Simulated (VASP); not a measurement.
# Zn2CO4 (Fd-3m) in VASP: single point with PBEsol

Aim: the single point of Zn2CO4 with PBEsol.

All numbers are computed with VASP 6.6.1; they aren't measurements. Logs are shortened: lines on timing, memory, paths and dates and some standing lists are left out, and cuts for length are marked.

### Step 1. The cell of the first run

It takes space group Fd-3m (No. 227, cubic). The conventional cell has a = 8.163 Å, b = 8.163 Å, c = 8.163 Å, α = 90.00°, β = 90.00°, γ = 90.00°. C (site symmetry -43m) has 4 O at 1.72 Å within 2.3 Å. Within 2.7 Å of Zn (site symmetry -3m) lie 6 O at 2.07 Å. Within 2.3 Å of O (site symmetry 3m) lie 1 C at 1.72 Å and 3 Zn at 2.07 Å.

### Step 2. Single point, PBEsol

INCAR

```
SYSTEM = Zn2CO4
ALGO = Normal ; EDIFF = 1E-6
ENCUT = 520 ; GGA = PS
ISIF = 2 ; ISMEAR = 1
LASPH = .TRUE. ; LCHARG = .TRUE.
LELF = .TRUE. ; LREAL = .FALSE.
LVHAR = .TRUE. ; LWAVE = .FALSE.
NBANDS = 65 ; NELM = 100
PREC = Accurate ; SIGMA = 0.0104
```

KPOINTS

```
k-points
0
G
  6 6 6
  0 0 0
```

POSCAR

```
Zn2CO4
1.0
    0.0000000000      4.0815180000      4.0815180000
    4.0815180000      0.0000000000      4.0815180000
    4.0815180000      4.0815180000      0.0000000000
C Zn O
2 4 8
Direct
    0.1250000000      0.1250000000      0.1250000000
    0.8750000000      0.8750000000      0.8750000000
    0.5000000000      0.5000000000      0.5000000000
    0.0000000000      0.5000000000      0.5000000000
    0.5000000000      0.5000000000      0.0000000000
    0.5000000000      0.0000000000      0.5000000000
    0.2466000000      0.2466000000      0.2466000000
    0.2398000000      0.7534000000      0.7534000000
    0.2466000000      0.2466000000      0.7602000000
    0.7534000000      0.2398000000      0.7534000000
    0.7602000000      0.2466000000      0.2466000000
    0.7534000000      0.7534000000      0.7534000000
    0.2466000000      0.7602000000      0.2466000000
    0.7534000000      0.7534000000      0.2398000000
```

Potentials or basis: VASP PAW PBE potentials, release 64 (C, Zn, O).

Command:

```bash
$ cat potpaw_PBE.64/C/POTCAR potpaw_PBE.64/Zn/POTCAR potpaw_PBE.64/O/POTCAR > POTCAR
$ mpirun -np 1 vasp_std > vasp.out
```

OUTCAR:

```text
SYSTEM = Zn2CO4
   EDIFF = 1E-6
   ENCUT = 520
   GGA = PS
   ISIF = 2
   ISMEAR = 1
   LASPH = .TRUE.
   LREAL = .FALSE.
   NELM = 100
   PREC = Accurate

 ion  position               nearest neighbor table
   1  0.125  0.125  0.125-   7 1.72   9 1.72  11 1.72  13 1.72
   2  0.875  0.875  0.875-   8 1.72  10 1.72  12 1.72  14 1.72
   3  0.500  0.500  0.500-   8 2.07   9 2.07  10 2.07  11 2.07  13 2.07  14 2.07   4 2.89   5 2.89
                             6 2.89   5 2.89   6 2.89   4 2.89
   4  0.000  0.500  0.500-   7 2.07   9 2.07  10 2.07  12 2.07  13 2.07  14 2.07   3 2.89   5 2.89
                             6 2.89   3 2.89   5 2.89   6 2.89
   5  0.500  0.500  0.000-   7 2.07   8 2.07  10 2.07  11 2.07  12 2.07  13 2.07   3 2.89   3 2.89
                             4 2.89   6 2.89   6 2.89   4 2.89
   6  0.500  0.000  0.500-   7 2.07   8 2.07   9 2.07  11 2.07  12 2.07  14 2.07   3 2.89   5 2.89
                             3 2.89   4 2.89   5 2.89   4 2.89
   7  0.247  0.247  0.247-   1 1.72   4 2.07   5 2.07   6 2.07
   8  0.240  0.753  0.753-   2 1.72   3 2.07   5 2.07   6 2.07
   9  0.247  0.247  0.760-   1 1.72   3 2.07   4 2.07   6 2.07
  10  0.753  0.240  0.753-   2 1.72   3 2.07   4 2.07   5 2.07
  11  0.760  0.247  0.247-   1 1.72   3 2.07   5 2.07   6 2.07
  12  0.753  0.753  0.753-   2 1.72   4 2.07   5 2.07   6 2.07
  13  0.247  0.760  0.247-   1 1.72   3 2.07   4 2.07   5 2.07
  14  0.753  0.753  0.240-   2 1.72   3 2.07   4 2.07   6 2.07

  LATTYP: Found a face centered cubic cell.
 ALAT       =     8.1630360000

  Lattice vectors:

 A1 = (   0.0000000000,   4.0815180000,   4.0815180000)
 A2 = (   4.0815180000,   0.0000000000,   4.0815180000)
 A3 = (   4.0815180000,   4.0815180000,   0.0000000000)

Analysis of symmetry for initial positions (statically):
=====================================================================
 Subroutine PRICEL returns:
 Original cell was already a primitive cell.

 Routine SETGRP: Setting up the symmetry group for a
 face centered cubic supercell.

 Subroutine GETGRP returns: Found 48 space group operations
 (whereof 12 operations were pure point group operations)
 out of a pool of 48 trial point group operations.

The static configuration has the point symmetry D_3d.
 The point group associated with its full space group is O_h .

Analysis of symmetry for dynamics (positions and initial velocities):
=====================================================================
 Subroutine PRICEL returns:
 Original cell was already a primitive cell.

[... 139 lines left out ...]
   EFERMI_NEDOS =   21; number of points for ismear=-14 and -15
   IALGO  =     38    algorithm
   IMIX   =      4    mixing-type and parameters
     AMIX     =   0.40;   BMIX     =  1.00
     AMIX_MAG =   1.60;   BMIX_MAG =  1.00
  volume/ion in A,a.u.               =       9.71        65.55
  Fermi-wavevector in a.u.,A,eV,Ry     =   1.497112  2.829131 30.495332  2.241344
  Thomas-Fermi vector in A             =   2.609042
   LORBIT       =      0    0 simple, 1 ext, 2 COOP (PROOUT), +10 PAW based schemes
   GGA     = PS    functional components
   LHFCALC =     F    Hartree Fock is set to
   AEXX    =    0.0000 exact exchange contribution
   IVDW    =     0    specifies the selected vdW correction
   LEPSILON=     F    determine dielectric tensor
   LRPA    =     F    only Hartree local field effects (RPA)
 non-spin polarized calculation
 Methfessel and Paxton  Order N= 1 SIGMA  =   0.01
  energy-cutoff  :      520.00
  volume of cell :      135.99
 maximum number of plane-waves:      3695
 NGX is ok and might be reduce to    48
   NGX = 21   NGY = 21   NGZ = 21

 number of electron     104.0000040 magnetization

 Free energy of the ion-electron system (eV)
  ---------------------------------------------------
  ext. energy  EPLUGINS =         0.00000000
  ---------------------------------------------------
  free energy    TOTEN  =       -75.00823926 eV

  energy without entropy =      -75.00824205  energy(sigma->0) =      -75.00824019

 E-fermi :   2.1433     XC(G=0): -11.7650

 val. band max:        2.0752696151   @ k =   0.0000   0.0000   0.0000
 cond. band min:       2.1520127128   @ k =   0.0000   0.0000   0.0000
 fundamental gap:      0.0767430977
 Fermi energy:         2.1432571381

 k-point     1 :       0.0000    0.0000    0.0000
  band No.  band energies     occupation
      1     -17.3804      2.00000
      2     -16.1701      2.00000
      3     -15.3821      2.00000
      4     -15.3821      2.00000
      5     -15.3821      2.00000
      6     -15.1845      2.00000
[... 1061 lines left out ...]
     63      10.2495      0.00000
     64      10.2495      0.00000
 [bands above 64 left out]

------------------------ aborting loop because EDIFF is reached ----------------------------------------

  FORCE on cell =-STRESS in cart. coord.  units (eV):
  Direction    XX          YY          ZZ          XY          YZ          ZX
  --------------------------------------------------------------------------------------
  -------------------------------------------------------------------------------------
  Total      -17.8079908    -17.8079908    -17.8079908      0.0000000     -0.0000000      0.0000000
  in kB     -209.8120181   -209.8120181   -209.8120181      0.0000000     -0.0000000      0.0000000
  external PRESSURE =    -209.8120181 kB  Pullay stress =       0.0000000 kB

 VOLUME and BASIS-vectors are now :
 -----------------------------------------------------------------------------
  energy-cutoff  :      520.00
  volume of cell :      135.99
      direct lattice vectors                 reciprocal lattice vectors
     0.000000000  4.081518000  4.081518000    -0.122503441  0.122503441  0.122503441
     4.081518000  0.000000000  4.081518000     0.122503441 -0.122503441  0.122503441
     4.081518000  4.081518000  0.000000000     0.122503441  0.122503441 -0.122503441

 POSITION                                       TOTAL-FORCE (eV/Angst)
 -----------------------------------------------------------------------------------
      1.02038      1.02038      1.02038         0.000000      0.000000     -0.000000
      7.14266      7.14266      7.14266        -0.000000     -0.000000      0.000000
      4.08152      4.08152      4.08152        -0.000000     -0.000000      0.000000
      4.08152      2.04076      2.04076        -0.000000      0.000000      0.000000
      2.04076      2.04076      4.08152         0.000000      0.000000      0.000000
      2.04076      4.08152      2.04076         0.000000      0.000000      0.000000
      2.01300      2.01300      2.01300        -2.328296     -2.328296     -2.328296
      6.15003      4.05376      4.05376         2.328296     -2.328296     -2.328296
      4.10927      4.10927      2.01300         2.328296      2.328296     -2.328296
      4.05376      6.15003      4.05376        -2.328296      2.328296     -2.328296
      2.01300      4.10927      4.10927        -2.328296      2.328296      2.328296
      6.15003      6.15003      6.15003         2.328296      2.328296      2.328296
      4.10927      2.01300      4.10927         2.328296     -2.328296      2.328296
      4.05376      4.05376      6.15003        -2.328296     -2.328296      2.328296
 -----------------------------------------------------------------------------------
    total drift:                               -0.000000     -0.000000      0.000000

  FREE ENERGIE OF THE ION-ELECTRON SYSTEM (eV)
  ---------------------------------------------------
  free  energy   TOTEN  =       -75.0082392562 eV

  energy  without entropy=      -75.0082420477  energy(sigma->0) =      -75.00824019
```

stdout:

```text
POSCAR found type information on POSCAR C ZnO
 POSCAR found :  3 types and      14 ions
 scaLAPACK will be used
 -----------------------------------------------------------------------------
|                                                                             |
|                                                                             |
|     You enforced a specific xc type in the INCAR file but a different       |
|     I HOPE YOU KNOW WHAT YOU ARE DOING!                                     |
|                                                                             |
 -----------------------------------------------------------------------------

 LDA part: xc-table for (Slater+PW92), standard interpolation
 POSCAR, INCAR and KPOINTS ok, starting setup
 FFT: planning ... GRIDC
 FFT: planning ... GRID_SOFT
 FFT: planning ... GRID
 WAVECAR not read
 entering main loop
```

Run time: 2.4 min. Hardware: 1 thread of Intel Xeon 6975P-C (Granite Rapids), shared host; peak memory 0.37 GiB.

What came out:

```yaml
Free_energy: -75.0082 eV
Pressure: -21.0 GPa
Largest_force: 4.033 eV/Å
Band_gap_on_the_k_mesh: 0.08 eV
```

Forces on the atoms (eV/Å):
```
C    0.000  0.000  0.000
C    0.000  0.000  0.000
Zn   0.000  0.000  0.000
Zn   0.000  0.000  0.000
Zn   0.000  0.000  0.000
Zn   0.000  0.000  0.000
O   -2.328 -2.328 -2.328
O    2.328 -2.328 -2.328
O    2.328  2.328 -2.328
O   -2.328  2.328 -2.328
O   -2.328  2.328  2.328
O    2.328  2.328  2.328
O    2.328 -2.328  2.328
O   -2.328 -2.328  2.328
```

Caveat: the cell stands under tension; the PAW data sets were made with another functional, which shifts forces and pressure a little.
